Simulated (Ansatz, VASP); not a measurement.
## One calculation of Cd, two programs

```xyz
2
Lattice="0.0000 3.3400 3.3400 3.3400 0.0000 3.3400 3.3400 3.3400 0.0000" Properties=species:S:1:pos:R:3 pbc="T T T"
Cd    0.0000    0.0000    0.0000
Cd    1.6700    1.6700    1.6700
```

Alike in both runs: task electric field gradients; functional PBE; k mesh 9 × 9 × 9; occupations fermi-dirac, width 0.08 eV; no spin polarisation.

|  | VASP | Ansatz |
| --- | --- | --- |
| version | VASP 6.6.1 | Ansatz 0.2.0 |
| potentials or method | VASP PAW PBE potentials, release 64 (Cd) | PAW with Ansatz's default frozen-core files, scalar-relativistic |
| plane-wave cutoff (eV) | 520 | 420 |
| valence electrons in the cell | 24 | 40 |

Ansatz gave:

| Property | Result |
| --- | --- |
| pressure (GPa) | 0.0 |

Which values does VASP return?

Pressure (GPa): 0.1.

The functional is the same, so the differences come from potentials, cutoffs and numerics. VASP's potentials hold 24 valence electrons a cell and Ansatz's 40, so a difference there can come from the potentials and not from the codes.
